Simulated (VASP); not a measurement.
# SnSe in VASP: further runs, part 2 of 3

VASP 6.6.1. The steps go on from the part before.

### 3 Single point, r2SCAN (atom 3 (Se) moved +0.150 Å towards its neighbour atom 1 (Sn) at 2.678 Å)

Contents of POSCAR:

```
SnSe
1.0
    4.2860948229      0.0000000000      0.0000000000
    0.0000000000      4.2860948229      0.0000000000
    0.0000000000      0.0000000000     10.9898489716
Sn Se
2 2
Direct
    0.5000000000      0.0000000000      0.3713940265
    0.0000000000      0.5000000000      0.6286059735
    0.5000000000      0.0000000000      0.6014389233
    0.0000000000      0.5000000000      0.3849121175
```

Contents of INCAR.step1:

```
SYSTEM = SnSe
PREC = Accurate ; ENCUT = 520
ISMEAR = 0 ; SIGMA = 0.05
LREAL = .False. ; LASPH = .True.
NELM = 60 ; NBANDS = 28
GGA = PE ; ALGO = Normal
EDIFF = 1E-4 ; LWAVE = .True.
LCHARG = .False.
```

Contents of INCAR.step2:

```
SYSTEM = SnSe
PREC = Accurate ; ENCUT = 520
EDIFF = 1E-7 ; ISMEAR = 0
SIGMA = 0.05 ; LREAL = .False.
LASPH = .True. ; NELM = 60
ALGO = Normal ; ISIF = 2
LWAVE = .False. ; LCHARG = .False.
METAGGA = R2SCAN ; LMIXTAU = .True.
NBANDS = 28 ; ISTART = 1
```

Contents of KPOINTS:

```
Automatic mesh
0
Gamma
  6 6 4
  0 0 0
```

Potentials or basis: VASP PAW PBE potentials, release 64 (Sn_d, Se).

Started as:

```bash
cat potpaw_PBE.64/Sn_d/POTCAR potpaw_PBE.64/Se/POTCAR > POTCAR
cp INCAR.step1 INCAR
mpirun -np 1 vasp_std > vasp.out
cp INCAR.step2 INCAR
mpirun -np 1 vasp_std > vasp.out
```

OUTCAR:

```text
SYSTEM = SnSe
   PREC = Accurate
   ENCUT = 520
   EDIFF = 1E-7
   ISMEAR = 0
   LREAL = .False.
   LASPH = .True.
   NELM = 60
   ISIF = 2
   METAGGA = R2SCAN
   ISTART = 1

 ion  position               nearest neighbor table
   1  0.500  0.000  0.371-   3 2.53   4 3.03   4 3.03   4 3.03   4 3.03
   2  0.000  0.500  0.629-   4 2.68   3 3.05   3 3.05   3 3.05   3 3.05
   3  0.500  0.000  0.601-   1 2.53   2 3.05   2 3.05   2 3.05   2 3.05
   4  0.000  0.500  0.385-   2 2.68   1 3.03   1 3.03   1 3.03   1 3.03

  LATTYP: Found a simple tetragonal cell.
 ALAT       =     4.2860948229
 C/A-ratio  =     2.5640704244

  Lattice vectors:

 A1 = (   4.2860948229,   0.0000000000,   0.0000000000)
 A2 = (   0.0000000000,   4.2860948229,   0.0000000000)
 A3 = (   0.0000000000,   0.0000000000,  10.9898489716)

Analysis of symmetry for initial positions (statically):
=====================================================================
 Subroutine PRICEL returns:
 Original cell was already a primitive cell.

 Routine SETGRP: Setting up the symmetry group for a
 simple tetragonal supercell.

 Subroutine GETGRP returns: Found  8 space group operations
 (whereof  4 operations were pure point group operations)
 out of a pool of 16 trial point group operations.

The static configuration has the point symmetry C_2v.
 The point group associated with its full space group is C_4v.

Analysis of symmetry for dynamics (positions and initial velocities):
=====================================================================
 Subroutine PRICEL returns:
 Original cell was already a primitive cell.

 Routine SETGRP: Setting up the symmetry group for a
 simple tetragonal supercell.

 Subroutine GETGRP returns: Found  8 space group operations
 (whereof  4 operations were pure point group operations)
 out of a pool of 16 trial point group operations.

The dynamic configuration has the point symmetry C_2v.
 The point group associated with its full space group is C_4v.

 Subroutine INISYM returns: Found  8 space group operations
[... 115 lines left out ...]
   EFERMI =   0.00;   METHOD = LEGACY
   ISMEAR =     0;   SIGMA  =   0.05  broadening in eV -4-tet -1-fermi 0-gaus
   EFERMI_NEDOS =   21; number of points for ismear=-14 and -15
   IALGO  =     38    algorithm
   IMIX   =      4    mixing-type and parameters
     AMIX     =   0.40;   BMIX     =  1.00
     AMIX_MAG =   1.60;   BMIX_MAG =  1.00
  volume/ion in A,a.u.               =      50.47       340.61
  Fermi-wavevector in a.u.,A,eV,Ry     =   0.954384  1.803524 12.392846  0.910848
  Thomas-Fermi vector in A             =   2.083125
   LORBIT       =      0    0 simple, 1 ext, 2 COOP (PROOUT), +10 PAW based schemes
   METAGGA = R2SCAN    functional components
   LHFCALC =     F    Hartree Fock is set to
   AEXX    =    0.0000 exact exchange contribution
   IVDW    =     0    specifies the selected vdW correction
   LEPSILON=     F    determine dielectric tensor
   LRPA    =     F    only Hartree local field effects (RPA)
 non-spin polarized calculation
 Gauss-broadening in eV      SIGMA  =   0.05
  energy-cutoff  :      520.00
  volume of cell :      201.89
 maximum number of plane-waves:      5484
 NGX is ok and might be reduce to    32
   NGX = 15   NGY = 15   NGZ = 41

 number of electron      40.0000019 magnetization

 Free energy of the ion-electron system (eV)
  ---------------------------------------------------
  ext. energy  EPLUGINS =         0.00000000
  ---------------------------------------------------
  free energy    TOTEN  =       -79.48301361 eV

  energy without entropy =      -79.48301361  energy(sigma->0) =      -79.48301361

 E-fermi :   0.7328     XC(G=0):  -6.1736

 val. band max:        0.4572380414   @ k =   0.3333   0.0000   0.5000
 cond. band min:       2.1094422395   @ k =   0.3333   0.0000   0.5000
 fundamental gap:      1.6522041980
 Fermi energy:         0.7328465315

 k-point     1 :       0.0000    0.0000    0.0000
  band No.  band energies     occupation
      1     -21.4725      2.00000
      2     -21.4662      2.00000
      3     -21.4023      2.00000
      4     -21.3816      2.00000
      5     -21.3816      2.00000
      6     -21.1756      2.00000
[... 733 lines left out ...]
     27       7.2456      0.00000
     28       7.3842      0.00000

 [... further k-points ...]
[... 5 lines left out ...]
  --------------------------------------------------------------------------------------
  -------------------------------------------------------------------------------------
  Total        0.0999537      0.0999537      2.7942472      0.0000000      0.0000000      0.0000000
  in kB        0.7932213      0.7932213     22.1748214      0.0000000      0.0000000      0.0000000
  external PRESSURE =       7.9204213 kB  Pullay stress =       0.0000000 kB

 VOLUME and BASIS-vectors are now :
 -----------------------------------------------------------------------------
  energy-cutoff  :      520.00
  volume of cell :      201.89
      direct lattice vectors                 reciprocal lattice vectors
     4.286094823  0.000000000  0.000000000     0.233312617  0.000000000  0.000000000
     0.000000000  4.286094823  0.000000000     0.000000000  0.233312617  0.000000000
     0.000000000  0.000000000 10.989848972     0.000000000  0.000000000  0.090993061

 POSITION                                       TOTAL-FORCE (eV/Angst)
 -----------------------------------------------------------------------------------
      2.14305      0.00000      4.08156         0.000000      0.000000     -1.235235
      0.00000      2.14305      6.90828         0.000000      0.000000     -0.156592
      2.14305      0.00000      6.60972         0.000000      0.000000      1.293639
      0.00000      2.14305      4.23013         0.000000      0.000000      0.098188
 -----------------------------------------------------------------------------------
    total drift:                                0.000000     -0.000000      0.001273

  FREE ENERGIE OF THE ION-ELECTRON SYSTEM (eV)
  ---------------------------------------------------
  free  energy   TOTEN  =       -79.4830136094 eV

  energy  without entropy=      -79.4830136094  energy(sigma->0) =      -79.48301361
```

OSZICAR.step1:

```text
N       E                     dE             d eps       ncg     rms          rms(c)
DAV:   1     0.343293428749E+03    0.34329E+03   -0.18612E+04  1736   0.145E+03
DAV:   2     0.316798899212E+02   -0.31161E+03   -0.30352E+03  1800   0.364E+02
DAV:   3    -0.143124510656E+02   -0.45992E+02   -0.44906E+02  2092   0.146E+02
DAV:   4    -0.165774476151E+02   -0.22650E+01   -0.22550E+01  1988   0.341E+01
DAV:   5    -0.166417546009E+02   -0.64307E-01   -0.64291E-01  2332   0.610E+00    0.475E+00
DAV:   6    -0.161567662320E+02    0.48499E+00   -0.10999E+00  2280   0.626E+00    0.295E+00
DAV:   7    -0.161331346940E+02    0.23632E-01   -0.37181E-01  2072   0.270E+00    0.125E+00
DAV:   8    -0.161227098571E+02    0.10425E-01   -0.45616E-02  2004   0.148E+00    0.270E-01
DAV:   9    -0.161186464763E+02    0.40634E-02   -0.91201E-03  1956   0.583E-01    0.131E-01
DAV:  10    -0.161172969324E+02    0.13495E-02   -0.25222E-03  1708   0.213E-01    0.536E-02
DAV:  11    -0.161177101156E+02   -0.41318E-03   -0.16928E-03  1524   0.155E-01    0.660E-02
DAV:  12    -0.161187135675E+02   -0.10035E-02   -0.43485E-04  1412   0.112E-01    0.220E-02
DAV:  13    -0.161190172536E+02   -0.30369E-03   -0.12259E-04  1352   0.698E-02    0.112E-02
DAV:  14    -0.161190365587E+02   -0.19305E-04   -0.21927E-05  1228   0.407E-02
   1 F= -.16119037E+02 E0= -.16119037E+02  d E =-.147655E-15
```

It took 5.8 min on 1 thread of Intel Xeon Platinum 8488C (Sapphire Rapids), shared host; peak memory 0.4 GiB.

What came out:

- Free energy: -79.4830 eV
- Largest force: 1.294 eV/Å
- Band gap on the k mesh: 1.65 eV

Forces in eV/Å, atoms in the order of the input:
```
Sn   0.000  0.000 -1.235
Sn   0.000  0.000 -0.157
Se   0.000  0.000  1.294
Se   0.000  0.000  0.098
```

Levels at points of the mesh, in eV from the valence-band top:
```csv
k point,band 17,band 18,band 19,band 20,band 21,band 22,band 23,band 24
"(0.00, 0.00, 0.00)",-3.32,-1.72,-1.72,-0.17,1.94,4.13,4.20,4.50
"(0.50, 0.00, 0.00)",-1.87,-1.59,-0.60,-0.10,1.81,2.01,2.24,2.48
"(0.50, 0.50, 0.00)",-3.21,-3.21,-1.78,-1.77,3.94,4.59,4.69,4.69
"(0.00, 0.00, 0.50)",-3.32,-1.72,-1.72,-0.17,1.80,4.13,4.49,4.49
"(0.50, 0.00, 0.50)",-1.87,-1.59,-0.60,-0.10,1.82,2.01,2.24,2.48
"(0.50, 0.50, 0.50)",-3.21,-3.21,-1.78,-1.77,3.91,4.55,4.69,4.69
```

Caveat: the cell differs from its parent crystal (atom 3 (Se) moved +0.150 Å towards its neighbour atom 1 (Sn) at 2.678 Å); there is no dipole correction, which matters where the two faces differ; the PAW data sets were made with another functional, which shifts forces and pressure a little; spin-orbit coupling is left out, which moves the levels of the heavy elements.

### 4 Single point, r2SCAN (atom 3 (Se) moved -0.100 Å towards its neighbour atom 1 (Sn) at 2.678 Å)

POSCAR: that of step 3 with these lines changed.

```diff
@@ -10,3 +10,3 @@
     0.0000000000      0.5000000000      0.6286059735
-    0.5000000000      0.0000000000      0.6014389233
+    0.5000000000      0.0000000000      0.6241871886
     0.0000000000      0.5000000000      0.3849121175
```

Contents of INCAR.step1:

```
SYSTEM = SnSe
PREC = Accurate
ENCUT = 520
ISMEAR = 0
SIGMA = 0.05
LREAL = .False.
LASPH = .True.
NELM = 80
NBANDS = 28
GGA = PE
ALGO = Normal
EDIFF = 1E-4
LWAVE = .True.
LCHARG = .False.
```

Contents of INCAR.step2:

```
SYSTEM = SnSe
PREC = Accurate
ENCUT = 520
EDIFF = 1E-6
ISMEAR = 0
SIGMA = 0.05
LREAL = .False.
LASPH = .True.
NELM = 80
ALGO = Normal
ISIF = 2
LWAVE = .False.
LCHARG = .False.
METAGGA = R2SCAN
LMIXTAU = .True.
NBANDS = 28
ISTART = 1
```

Contents of KPOINTS:

```
regular mesh
0
Gamma
  6 6 4
  0 0 0
```

Potentials or basis: VASP PAW PBE potentials, release 64 (Sn_d, Se).

Started as:

```bash
cat potpaw_PBE.64/Sn_d/POTCAR potpaw_PBE.64/Se/POTCAR > POTCAR
cp INCAR.step1 INCAR
mpirun -np 1 vasp_std > vasp.out
cp INCAR.step2 INCAR
mpirun -np 1 vasp_std > vasp.out
```

OUTCAR:

```text
SYSTEM = SnSe
   PREC = Accurate
   ENCUT = 520
   EDIFF = 1E-6
   ISMEAR = 0
   LREAL = .False.
   LASPH = .True.
   NELM = 80
   ISIF = 2
   METAGGA = R2SCAN
   ISTART = 1

 ion  position               nearest neighbor table
   1  0.500  0.000  0.371-   3 2.78   4 3.03   4 3.03   4 3.03   4 3.03
   2  0.000  0.500  0.629-   4 2.68   3 3.03   3 3.03   3 3.03   3 3.03
   3  0.500  0.000  0.624-   1 2.78   2 3.03   2 3.03   2 3.03   2 3.03
   4  0.000  0.500  0.385-   2 2.68   1 3.03   1 3.03   1 3.03   1 3.03

  LATTYP: Found a simple tetragonal cell.
 ALAT       =     4.2860948229
 C/A-ratio  =     2.5640704244

  Lattice vectors:

 A1 = (   4.2860948229,   0.0000000000,   0.0000000000)
 A2 = (   0.0000000000,   4.2860948229,   0.0000000000)
 A3 = (   0.0000000000,   0.0000000000,  10.9898489716)

Analysis of symmetry for initial positions (statically):
=====================================================================
 Subroutine PRICEL returns:
 Original cell was already a primitive cell.

 Routine SETGRP: Setting up the symmetry group for a
 simple tetragonal supercell.

 Subroutine GETGRP returns: Found  8 space group operations
 (whereof  4 operations were pure point group operations)
 out of a pool of 16 trial point group operations.

The static configuration has the point symmetry C_2v.
 The point group associated with its full space group is C_4v.

Analysis of symmetry for dynamics (positions and initial velocities):
=====================================================================
 Subroutine PRICEL returns:
 Original cell was already a primitive cell.

 Routine SETGRP: Setting up the symmetry group for a
 simple tetragonal supercell.

 Subroutine GETGRP returns: Found  8 space group operations
 (whereof  4 operations were pure point group operations)
 out of a pool of 16 trial point group operations.

The dynamic configuration has the point symmetry C_2v.
 The point group associated with its full space group is C_4v.

 Subroutine INISYM returns: Found  8 space group operations
 (whereof  4 operations are pure point group operations),
 and found     1 'primitive' translations

----------------------------------------------------------------------------------------

                                     Primitive cell

  volume of cell :     201.8902

  direct lattice vectors                    reciprocal lattice vectors
     4.286094823  0.000000000  0.000000000     0.233312617  0.000000000  0.000000000
     0.000000000  4.286094823  0.000000000     0.000000000  0.233312617  0.000000000
     0.000000000  0.000000000 10.989848972     0.000000000  0.000000000  0.090993061

  length of vectors
     4.286094823  4.286094823 10.989848972     0.233312617  0.233312617  0.090993061

  position of ions in fractional coordinates (direct lattice)
     0.500000000  0.000000000  0.371394026
     0.000000000  0.500000000  0.628605974
     0.500000000  0.000000000  0.624187189
     0.000000000  0.500000000  0.384912118

  ion indices of the primitive-cell ions
   primitive index   ion index
                 1           1
                 2           2
                 3           3
                 4           4

----------------------------------------------------------------------------------------

[... 25 lines left out ...]
            Coordinates               Weight
  0.000000  0.000000  0.000000      1.000000
  0.166667  0.000000  0.000000      4.000000
  0.333333  0.000000  0.000000      4.000000
  0.500000  0.000000  0.000000      2.000000
  0.166667  0.166667  0.000000      4.000000
  0.333333  0.166667  0.000000      8.000000
[... 16 lines left out ...]
  0.333333  0.000000  0.500000      4.000000
  0.500000  0.000000  0.500000      2.000000
 [... further k-points ...]
   k-points           NKPTS =     30   k-points in BZ     NKDIM =     30   number of bands    NBANDS=     28
   number of dos      NEDOS =    301   number of ions     NIONS =      4
   total plane-waves  NPLWV =  86016
   dimension x,y,z NGX =    32 NGY =   32 NGZ =   84
   dimension x,y,z NGXF=    64 NGYF=   64 NGZF=  168
   ions per type =               2   2
   NGX,Y,Z   is equivalent  to a cutoff of  12.41, 12.41, 12.71 a.u.
   NGXF,Y,Z  is equivalent  to a cutoff of  24.82, 24.82, 25.41 a.u.
 SYSTEM =  SnSe
   PREC   = accura    normal or accurate (medium, high low for compatibility)
   ISTART =      1    job   : 0-new  1-cont  2-samecut
   ICHARG =      0    charge: 1-file 2-atom 10-const
   ISPIN  =      1    spin polarized calculation?
   LNONCOLLINEAR =      F non collinear calculations
   LSORBIT =      F    spin-orbit coupling
   LASPH  =      T    aspherical Exc in radial PAW
   ENCUT  =  520.0 eV  38.22 Ry    6.18 a.u.   7.97  7.97 20.43*2*pi/ulx,y,z
   NELM   =     80;   NELMIN=  2; NELMDL=  0     # of ELM steps
   EDIFF  = 0.1E-05   stopping-criterion for ELM
   LREAL  =      F    real-space projection
   EDIFFG = 0.1E-04   stopping-criterion for IOM
   NSW    =      0    number of steps for IOM
   IBRION =     -1    ionic relax: 0-MD 1-quasi-New 2-CG
   NFREE  =      0    steps in history (QN), initial steepest desc. (CG)
   ISIF   =      2    stress and relaxation
   ISYM   =      2    0-nonsym 1-usesym 2-fastsym
   POTIM  = 0.5000    time-step for ionic-motion
   TEBEG  =    0.0;   TEEND  =   0.0 temperature during run
   PSTRESS=    0.0 pullay stress
   NELECT =      40.0000    total number of electrons
   NUPDOWN=      -1.0000    fix difference up-down
   EMIN   =  10.00;   EMAX   =-10.00  energy-range for DOS
   EFERMI =   0.00;   METHOD = LEGACY
   ISMEAR =     0;   SIGMA  =   0.05  broadening in eV -4-tet -1-fermi 0-gaus
   EFERMI_NEDOS =   21; number of points for ismear=-14 and -15
   IALGO  =     38    algorithm
   IMIX   =      4    mixing-type and parameters
     AMIX     =   0.40;   BMIX     =  1.00
     AMIX_MAG =   1.60;   BMIX_MAG =  1.00
  volume/ion in A,a.u.               =      50.47       340.61
  Fermi-wavevector in a.u.,A,eV,Ry     =   0.954384  1.803524 12.392846  0.910848
  Thomas-Fermi vector in A             =   2.083125
   LORBIT       =      0    0 simple, 1 ext, 2 COOP (PROOUT), +10 PAW based schemes
   METAGGA = R2SCAN    functional components
   LHFCALC =     F    Hartree Fock is set to
   AEXX    =    0.0000 exact exchange contribution
   IVDW    =     0    specifies the selected vdW correction
   LEPSILON=     F    determine dielectric tensor
   LRPA    =     F    only Hartree local field effects (RPA)
 non-spin polarized calculation
 Gauss-broadening in eV      SIGMA  =   0.05
  energy-cutoff  :      520.00
  volume of cell :      201.89
 maximum number of plane-waves:      5484
 NGX is ok and might be reduce to    32
   NGX = 15   NGY = 15   NGZ = 41

 number of electron      40.0000019 magnetization

 Free energy of the ion-electron system (eV)
  ---------------------------------------------------
  ext. energy  EPLUGINS =         0.00000000
  ---------------------------------------------------
  free energy    TOTEN  =       -79.54518811 eV

  energy without entropy =      -79.54518811  energy(sigma->0) =      -79.54518811

 E-fermi :   0.7889     XC(G=0):  -6.2333

 val. band max:        0.5651800388   @ k =   0.5000   0.0000   0.0000
 cond. band min:       2.1854218753   @ k =   0.0000   0.0000   0.5000
 fundamental gap:      1.6202418365
 Fermi energy:         0.7888911300

 k-point     1 :       0.0000    0.0000    0.0000
  band No.  band energies     occupation
      1     -21.4174      2.00000
      2     -21.4119      2.00000
      3     -21.3798      2.00000
      4     -21.3599      2.00000
      5     -21.3599      2.00000
      6     -21.2258      2.00000
[... 733 lines left out ...]
     27       7.1762      0.00000
     28       7.2671      0.00000

 [... further k-points ...]

------------------------ aborting loop because EDIFF is reached ----------------------------------------

  FORCE on cell =-STRESS in cart. coord.  units (eV):
  Direction    XX          YY          ZZ          XY          YZ          ZX
  --------------------------------------------------------------------------------------
  -------------------------------------------------------------------------------------
  Total       -0.1596061     -0.1596061     -1.1461929      0.0000000      0.0000000      0.0000000
  in kB       -1.2666157     -1.2666157     -9.0960541      0.0000000      0.0000000      0.0000000
  external PRESSURE =      -3.8764285 kB  Pullay stress =       0.0000000 kB

 VOLUME and BASIS-vectors are now :
 -----------------------------------------------------------------------------
  energy-cutoff  :      520.00
  volume of cell :      201.89
      direct lattice vectors                 reciprocal lattice vectors
     4.286094823  0.000000000  0.000000000     0.233312617  0.000000000  0.000000000
     0.000000000  4.286094823  0.000000000     0.000000000  0.233312617  0.000000000
     0.000000000  0.000000000 10.989848972     0.000000000  0.000000000  0.090993061

 POSITION                                       TOTAL-FORCE (eV/Angst)
 -----------------------------------------------------------------------------------
      2.14305      0.00000      4.08156         0.000000      0.000000      0.485757
      0.00000      2.14305      6.90828         0.000000      0.000000      0.129381
      2.14305      0.00000      6.85972         0.000000      0.000000     -0.521096
      0.00000      2.14305      4.23013         0.000000      0.000000     -0.094042
 -----------------------------------------------------------------------------------
    total drift:                                0.000000     -0.000000     -0.000128

  FREE ENERGIE OF THE ION-ELECTRON SYSTEM (eV)
  ---------------------------------------------------
  free  energy   TOTEN  =       -79.5451881136 eV

  energy  without entropy=      -79.5451881136  energy(sigma->0) =      -79.54518811
```

Run time: 5.6 min. Hardware: 1 thread of Intel Xeon Platinum 8488C (Sapphire Rapids), shared host; peak memory 0.4 GiB.

What came out:

```yaml
Free_energy: -79.5452 eV
Largest_force: 0.521 eV/Å
Band_gap_on_the_k_mesh: 1.62 eV (least direct gap 1.63 eV)
```

Forces on the atoms (eV/Å):
```
Sn   0.000  0.000  0.486
Sn   0.000  0.000  0.129
Se   0.000  0.000 -0.521
Se   0.000  0.000 -0.094
```

Caveat: the cell differs from its parent crystal (atom 3 (Se) moved -0.100 Å towards its neighbour atom 1 (Sn) at 2.678 Å); there is no dipole correction, which matters where the two faces differ; the PAW data sets were made with another functional, which shifts forces and pressure a little; spin-orbit coupling is left out, which moves the levels of the heavy elements.

(Continued in part 3 of 3.)
